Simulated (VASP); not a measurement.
Input of a VASP 6.6.1 run:

File POSCAR:

```
LiH
1.0
    0.0000000000      2.1451220099      2.1451220099
    2.1451220099      0.0000000000      2.1451220099
    2.1451220099      2.1451220099      0.0000000000
Li H
1 1
Direct
    0.0000000000      0.0000000000      0.0000000000
    0.2500000000      0.2500000000      0.2500000000
```

File INCAR.step1:

```
SYSTEM = LiH
ALGO = Normal
EDIFF = 1E-8
ENCUT = 500
GGA = PE
ISMEAR = 0
LASPH = .TRUE.
LCHARG = .FALSE.
LREAL = .FALSE.
LWAVE = .TRUE.
NELM = 60
PREC = Accurate
SIGMA = 0.01
```

Contents of INCAR.step2:

```
SYSTEM = LiH
ALGO = Exact
EDIFF = 1E-8
ENCUT = 500
GGA = PE
ISMEAR = 0
ISTART = 1
LASPH = .TRUE.
LCHARG = .FALSE.
LOPTICS = .TRUE.
LREAL = .FALSE.
LWAVE = .TRUE.
NBANDS = 83
NELM = 1
PREC = Accurate
SIGMA = 0.01
```

The input INCAR.step3:

```
SYSTEM = LiH
ALGO = EVGW0
EDIFF = 1E-8
ENCUT = 500
ENCUTGW = 150.0
GGA = PE
ISMEAR = 0
ISTART = 1
LASPH = .TRUE.
LCHARG = .FALSE.
LREAL = .FALSE.
LWAVE = .FALSE.
NBANDS = 83
NBANDSGW = 9
NELMGW = 1
NOMEGA = 96
OMEGAMAX = 20
PREC = Accurate
PRECFOCK = Fast
SIGMA = 0.01
```

KPOINTS

```
k-points
0
G
  6 6 6
  0 0 0
```

Potentials or basis: VASP PAW PBE potentials, release 64 (Li_GW, H_GW).

Run with:

```bash
$ cat potpaw_PBE.64/Li_GW/POTCAR potpaw_PBE.64/H_GW/POTCAR > POTCAR
$ cp INCAR.step1 INCAR
$ mpirun -np 1 vasp_std > vasp.out
$ cp INCAR.step2 INCAR
$ mpirun -np 1 vasp_std > vasp.out
$ cp INCAR.step3 INCAR
$ mpirun -np 1 vasp_std > vasp.out
```

Problem. What does it give for the quasiparticle gap?

Solution. 6.48 eV.

Problem. What does it give for the least direct quasiparticle gap?

Solution. 7.50 eV.

Problem. What does it give for the band gap of the starting levels on the mesh?

Solution. 4.29 eV.

Problem. Estimate the least direct gap of the starting levels on the mesh.

Solution. 5.26 eV.

Caveat: the k points lie up to 0.42 Å⁻¹ apart; bands, screening cutoff and mesh are small and nothing is extrapolated, so the quasiparticle values aren't converged; the structure was generated, so it needn't be the stable form of LiH.
